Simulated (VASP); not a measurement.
# Al3Rh2 (Pn-3m) in VASP: density of states with PBE

Aim: the density of states of Al3Rh2 with PBE.

All numbers are computed with VASP 6.6.1; they aren't measurements. Logs are shortened: lines on timing, memory, paths and dates and some standing lists are left out, and cuts for length are marked.

**1. The cell of the first run**

Symmetry: Pn-3m, No. 224, cubic system. The conventional cell has a = 5.740 Å, b = 5.740 Å, c = 5.740 Å, α = 90.00°, β = 90.00°, γ = 90.00°. Al (site symmetry -42m) has 4 Rh at 2.49 Å and 4 Al at 2.87 Å within 3.3 Å. Within 3.3 Å of Rh (site symmetry -3m) lie 6 Al at 2.49 Å.

**2. Density of states, PBE**

POSCAR reads:

```
Al3Rh2
1.0
    5.7395046663      0.0000000000      0.0000000000
    0.0000000000      5.7395046663      0.0000000000
    0.0000000000      0.0000000000      5.7395046663
Al Rh
6 4
Direct
    0.0000000000      0.5000000000      0.5000000000
    0.0000000000      0.5000000000      0.0000000000
    0.5000000000      0.0000000000      0.5000000000
    0.0000000000      0.0000000000      0.5000000000
    0.5000000000      0.0000000000      0.0000000000
    0.5000000000      0.5000000000      0.0000000000
    0.2500000000      0.2500000000      0.2500000000
    0.2500000000      0.7500000000      0.7500000000
    0.7500000000      0.7500000000      0.2500000000
    0.7500000000      0.2500000000      0.7500000000
```

INCAR.step1 reads:

```
SYSTEM = Al3Rh2
PREC = Accurate
ENCUT = 520
EDIFF = 1E-6
ISMEAR = 0
SIGMA = 0.1
LREAL = .FALSE.
LASPH = .TRUE.
NELM = 60
ALGO = Fast
ISIF = 2
LWAVE = .FALSE.
LCHARG = .TRUE.
LMAXMIX = 4
GGA = PE
NBANDS = 50
```

KPOINTS.step1 reads:

```
Automatic mesh
0
G
  8 8 8
  0 0 0
```

INCAR.step2 reads:

```
SYSTEM = Al3Rh2
PREC = Accurate
ENCUT = 520
EDIFF = 1E-6
ISMEAR = -5
SIGMA = 0.1
LREAL = .FALSE.
LASPH = .TRUE.
NELM = 60
ALGO = Fast
ISIF = 2
LWAVE = .FALSE.
LCHARG = .FALSE.
LMAXMIX = 4
GGA = PE
LORBIT = 10
NEDOS = 2001
ICHARG = 11
```

KPOINTS.step2 reads:

```
Automatic mesh
0
G
  12 12 12
  0 0 0
```

Potentials or basis: VASP PAW PBE potentials, release 64 (Al, Rh_pv).

Command:

```
> cat potpaw_PBE.64/Al/POTCAR potpaw_PBE.64/Rh_pv/POTCAR > POTCAR
> cp INCAR.step1 INCAR
> cp KPOINTS.step1 KPOINTS
> mpirun -np 1 vasp_std > vasp.out
> cp INCAR.step2 INCAR
> cp KPOINTS.step2 KPOINTS
> mpirun -np 1 vasp_std > vasp.out
```

OUTCAR:

```text
SYSTEM = Al3Rh2
   PREC = Accurate
   ENCUT = 520
   EDIFF = 1E-6
   ISMEAR = -5
   LREAL = .FALSE.
   LASPH = .TRUE.
   NELM = 60
   ISIF = 2
   GGA = PE
   LORBIT = 10
   ICHARG = 11

 ion  position               nearest neighbor table
   1  0.000  0.500  0.500-   7 2.49   8 2.49   9 2.49  10 2.49   2 2.87   4 2.87   2 2.87   4 2.87

   2  0.000  0.500  0.000-   7 2.49   8 2.49   9 2.49  10 2.49   1 2.87   6 2.87   1 2.87   6 2.87

   3  0.500  0.000  0.500-   7 2.49   8 2.49   9 2.49  10 2.49   4 2.87   5 2.87   5 2.87   4 2.87
[... 7 lines left out ...]
   7  0.250  0.250  0.250-   1 2.49   2 2.49   3 2.49   4 2.49   5 2.49   6 2.49
   8  0.250  0.750  0.750-   1 2.49   2 2.49   3 2.49   4 2.49   5 2.49   6 2.49
   9  0.750  0.750  0.250-   1 2.49   2 2.49   3 2.49   4 2.49   5 2.49   6 2.49
  10  0.750  0.250  0.750-   1 2.49   2 2.49   3 2.49   4 2.49   5 2.49   6 2.49

  LATTYP: Found a simple cubic cell.
 ALAT       =     5.7395046663

  Lattice vectors:

 A1 = (   5.7395046663,   0.0000000000,   0.0000000000)
 A2 = (   0.0000000000,   5.7395046663,   0.0000000000)
 A3 = (   0.0000000000,   0.0000000000,   5.7395046663)

Analysis of symmetry for initial positions (statically):
=====================================================================
 Subroutine PRICEL returns:
 Original cell was already a primitive cell.

 Routine SETGRP: Setting up the symmetry group for a
 simple cubic supercell.

 Subroutine GETGRP returns: Found 48 space group operations
 (whereof 24 operations were pure point group operations)
 out of a pool of 48 trial point group operations.

The static configuration has the point symmetry T_d .
 The point group associated with its full space group is O_h .

Analysis of symmetry for dynamics (positions and initial velocities):
=====================================================================
 Subroutine PRICEL returns:
 Original cell was already a primitive cell.

 Routine SETGRP: Setting up the symmetry group for a
 simple cubic supercell.

 Subroutine GETGRP returns: Found 48 space group operations
 (whereof 24 operations were pure point group operations)
 out of a pool of 48 trial point group operations.

The dynamic configuration has the point symmetry T_d .
 The point group associated with its full space group is O_h .

 Subroutine INISYM returns: Found 48 space group operations
 (whereof 24 operations are pure point group operations),
 and found     1 'primitive' translations

----------------------------------------------------------------------------------------

                                     Primitive cell

  volume of cell :     189.0703

  direct lattice vectors                    reciprocal lattice vectors
     5.739504666  0.000000000  0.000000000     0.174231063  0.000000000  0.000000000
     0.000000000  5.739504666  0.000000000     0.000000000  0.174231063  0.000000000
     0.000000000  0.000000000  5.739504666     0.000000000  0.000000000  0.174231063

  length of vectors
     5.739504666  5.739504666  5.739504666     0.174231063  0.174231063  0.174231063

  position of ions in fractional coordinates (direct lattice)
     0.000000000  0.500000000  0.500000000
     0.000000000  0.500000000  0.000000000
     0.500000000  0.000000000  0.500000000
     0.000000000  0.000000000  0.500000000
     0.500000000  0.000000000  0.000000000
     0.500000000  0.500000000  0.000000000
     0.250000000  0.250000000  0.250000000
     0.250000000  0.750000000  0.750000000
     0.750000000  0.750000000  0.250000000
     0.750000000  0.250000000  0.750000000

  ion indices of the primitive-cell ions
   primitive index   ion index
                 1           1
                 2           2
                 3           3
                 4           4
                 5           5
                 6           6
                 7           7
                 8           8
                 9           9
                10          10

----------------------------------------------------------------------------------------

 KPOINTS: Automatic mesh

Automatic generation of k-mesh.
 Grid dimensions read from file:
 generate k-points for:   12   12   12

 Generating k-lattice:

  Cartesian coordinates                     Fractional coordinates (reciprocal lattice)
     0.014519255  0.000000000  0.000000000     0.083333333  0.000000000  0.000000000
     0.000000000  0.014519255  0.000000000     0.000000000  0.083333333  0.000000000
     0.000000000  0.000000000  0.014519255     0.000000000  0.000000000  0.083333333

  Length of vectors
     0.014519255  0.014519255  0.014519255

  Shift w.r.t. Gamma in fractional coordinates (k-lattice)
     0.000000000  0.000000000  0.000000000

 TETIRR: Found    854 inequivalent tetrahedra from    10368

 Subroutine IBZKPT returns following result:
 ===========================================

 Found     84 irreducible k-points:

 Following reciprocal coordinates:
            Coordinates               Weight
  0.000000  0.000000  0.000000      1.000000
  0.083333  0.000000  0.000000      6.000000
  0.166667  0.000000  0.000000      6.000000
  0.250000  0.000000  0.000000      6.000000
  0.333333  0.000000  0.000000      6.000000
  0.416667  0.000000  0.000000      6.000000
[... 16 lines left out ...]
  0.333333  0.333333  0.000000     12.000000
  0.416667  0.333333  0.000000     24.000000
 [... further k-points ...]
   k-points           NKPTS =     84   k-points in BZ     NKDIM =     84   number of bands    NBANDS=     46
   number of dos      NEDOS =   2001   number of ions     NIONS =     10
   total plane-waves  NPLWV = 110592
   dimension x,y,z NGX =    48 NGY =   48 NGZ =   48
   dimension x,y,z NGXF=    96 NGYF=   96 NGZF=   96
   ions per type =               6   4
   NGX,Y,Z   is equivalent  to a cutoff of  13.90, 13.90, 13.90 a.u.
   NGXF,Y,Z  is equivalent  to a cutoff of  27.81, 27.81, 27.81 a.u.
 SYSTEM =  Al3Rh2
   PREC   = accura    normal or accurate (medium, high low for compatibility)
   ISTART =      0    job   : 0-new  1-cont  2-samecut
   ICHARG =     11    charge: 1-file 2-atom 10-const
   ISPIN  =      1    spin polarized calculation?
   LNONCOLLINEAR =      F non collinear calculations
   LSORBIT =      F    spin-orbit coupling
   LASPH  =      T    aspherical Exc in radial PAW
   ENCUT  =  520.0 eV  38.22 Ry    6.18 a.u.  10.67 10.67 10.67*2*pi/ulx,y,z
   NELM   =     60;   NELMIN=  2; NELMDL=  0     # of ELM steps
   EDIFF  = 0.1E-05   stopping-criterion for ELM
   LREAL  =      F    real-space projection
   EDIFFG = 0.1E-04   stopping-criterion for IOM
   NSW    =      0    number of steps for IOM
   IBRION =     -1    ionic relax: 0-MD 1-quasi-New 2-CG
   NFREE  =      0    steps in history (QN), initial steepest desc. (CG)
   ISIF   =      2    stress and relaxation
   ISYM   =      2    0-nonsym 1-usesym 2-fastsym
   POTIM  = 0.5000    time-step for ionic-motion
   TEBEG  =    0.0;   TEEND  =   0.0 temperature during run
   PSTRESS=    0.0 pullay stress
   NELECT =      78.0000    total number of electrons
   NUPDOWN=      -1.0000    fix difference up-down
   EMIN   =  10.00;   EMAX   =-10.00  energy-range for DOS
   EFERMI =   0.00;   METHOD = LEGACY
   ISMEAR =    -5;   SIGMA  =   0.10  broadening in eV -4-tet -1-fermi 0-gaus
   EFERMI_NEDOS =   21; number of points for ismear=-14 and -15
   IALGO  =     68    algorithm
   IMIX   =      4    mixing-type and parameters
     AMIX     =   0.40;   BMIX     =  1.00
     AMIX_MAG =   1.60;   BMIX_MAG =  1.00
  volume/ion in A,a.u.               =      18.91       127.59
  Fermi-wavevector in a.u.,A,eV,Ry     =   1.218705  2.303019 20.207945  1.485242
  Thomas-Fermi vector in A             =   2.353982
   LORBIT       =     10    0 simple, 1 ext, 2 COOP (PROOUT), +10 PAW based schemes
   GGA     = PE    functional components
   LHFCALC =     F    Hartree Fock is set to
   AEXX    =    0.0000 exact exchange contribution
   IVDW    =     0    specifies the selected vdW correction
   LEPSILON=     F    determine dielectric tensor
   LRPA    =     F    only Hartree local field effects (RPA)
 non-spin polarized calculation
 RMM-DIIS sequential band-by-band and
 Fermi weights with tetrahedron method with Bloechl corrections
  energy-cutoff  :      520.00
  volume of cell :      189.07
 maximum number of plane-waves:      5122
 NGX is ok and might be reduce to    48

 number of electron      78.0000009 magnetization

 Free energy of the ion-electron system (eV)
  ---------------------------------------------------
  ext. energy  EPLUGINS =         0.00000000
  ---------------------------------------------------
  free energy    TOTEN  =       -53.78491880 eV

  energy without entropy =      -53.78491880  energy(sigma->0) =      -53.78491880

 E-fermi :   6.1753     XC(G=0): -10.2975

 val. band max:        6.2093020203   @ k =   0.3333   0.3333   0.0833
 cond. band min:       6.0760336132   @ k =   0.5000   0.0833   0.0000
 fundamental gap:     -0.1332684071
 Fermi energy:         6.1753422572

 k-point     1 :       0.0000    0.0000    0.0000
  band No.  band energies     occupation
      1     -39.6149      2.00000
      2     -39.6149      2.00000
      3     -39.6105      2.00000
      4     -39.6105      2.00000
      5     -39.6105      2.00000
      6     -39.6085      2.00000
[... 1165 lines left out ...]
     45       8.3628      0.00000
     46       8.4945      0.00000

 [... further k-points ...]

------------------------ aborting loop because EDIFF is reached ----------------------------------------

  FORCE on cell =-STRESS in cart. coord.  units (eV):
  Direction    XX          YY          ZZ          XY          YZ          ZX
  --------------------------------------------------------------------------------------
  -------------------------------------------------------------------------------------
  Total        0.1004244      0.1004244      0.1004244     -0.0000000      0.0000000     -0.0000000
  in kB        0.8509943      0.8509943      0.8509943     -0.0000000      0.0000000     -0.0000000
  external PRESSURE =       0.8509943 kB  Pullay stress =       0.0000000 kB

 VOLUME and BASIS-vectors are now :
 -----------------------------------------------------------------------------
  energy-cutoff  :      520.00
  volume of cell :      189.07
      direct lattice vectors                 reciprocal lattice vectors
     5.739504666  0.000000000  0.000000000     0.174231063  0.000000000  0.000000000
     0.000000000  5.739504666  0.000000000     0.000000000  0.174231063  0.000000000
     0.000000000  0.000000000  5.739504666     0.000000000  0.000000000  0.174231063

 POSITION                                       TOTAL-FORCE (eV/Angst)
 -----------------------------------------------------------------------------------
      0.00000      2.86975      2.86975         0.000000     -0.000000      0.000000
      0.00000      2.86975      0.00000         0.000000     -0.000000      0.000000
      2.86975      0.00000      2.86975         0.000000     -0.000000      0.000000
      0.00000      0.00000      2.86975         0.000000     -0.000000      0.000000
      2.86975      0.00000      0.00000         0.000000     -0.000000      0.000000
      2.86975      2.86975      0.00000         0.000000     -0.000000      0.000000
      1.43488      1.43488      1.43488        -0.000000      0.000000      0.000000
      1.43488      4.30463      4.30463        -0.000000     -0.000000     -0.000000
      4.30463      4.30463      1.43488         0.000000      0.000000     -0.000000
      4.30463      1.43488      4.30463        -0.000000     -0.000000     -0.000000
 -----------------------------------------------------------------------------------
    total drift:                                0.000000     -0.000000      0.000000

  FREE ENERGIE OF THE ION-ELECTRON SYSTEM (eV)
  ---------------------------------------------------
  free  energy   TOTEN  =       -53.7849187984 eV

  energy  without entropy=      -53.7849187984  energy(sigma->0) =      -53.78491880

 total charge

# of ion       s       p       d       tot
------------------------------------------
    1        0.443   0.347   0.000   0.790
    2        0.443   0.347   0.000   0.790
    3        0.443   0.347   0.000   0.790
    4        0.443   0.347   0.000   0.790
    5        0.443   0.347   0.000   0.790
    6        0.443   0.347   0.000   0.790
    7        0.433   6.171   7.450  14.054
    8        0.433   6.171   7.450  14.054
    9        0.433   6.171   7.450  14.054
   10        0.433   6.171   7.450  14.054
--------------------------------------------------
tot          4.391  26.765  29.801  60.957
```

Wall time 7.6 min (1 thread of Intel Xeon 6975P-C (Granite Rapids), shared host); peak memory 0.67 GiB.

Results:

| Item | Value |
| --- | --- |
| Valence electrons inside the program's atomic spheres | Al 0.79; Rh 14.05 |

Caveat: tetrahedron occupations give inexact forces and stress in metals.
